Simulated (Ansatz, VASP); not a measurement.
CdS in VASP and in Ansatz

```xyz
2
Lattice="0.0000 2.9392 2.8216 2.9392 0.0000 2.8216 2.9392 2.9392 0.0000" Properties=species:S:1:pos:R:3 pbc="T T T"
Cd    0.0000    0.0000    0.0000
S     1.4696    1.4696    1.4108
```

Change from the starting cell: uniaxial_z strain -4.0%.

Alike in both runs: task single point; functional PBE; k mesh 8 × 8 × 8; occupations fermi-dirac, width 0.02 eV; no spin polarisation.

```csv
,VASP,Ansatz
version,VASP 6.6.1,Ansatz 0.2.0
potentials or method,"VASP PAW PBE potentials, release 64 (Cd, S)","plane waves, PAW"
plane-wave cutoff (eV),500,420
valence electrons in the cell,18,26
```

```tsv
	VASP	Ansatz	Ansatz less VASP
gap on the k mesh at the Fermi level (eV)	1.11	1.10	-0.006
pressure (GPa)	4.4	4.0	-0.38
traceless stress, the component that is largest in VASP (GPa)	0.36	0.37	+0.013
```

The functional is the same, so the differences come from potentials, cutoffs and numerics. VASP's potentials hold 18 valence electrons a cell and Ansatz's 26, so a difference there can come from the potentials and not from the codes.
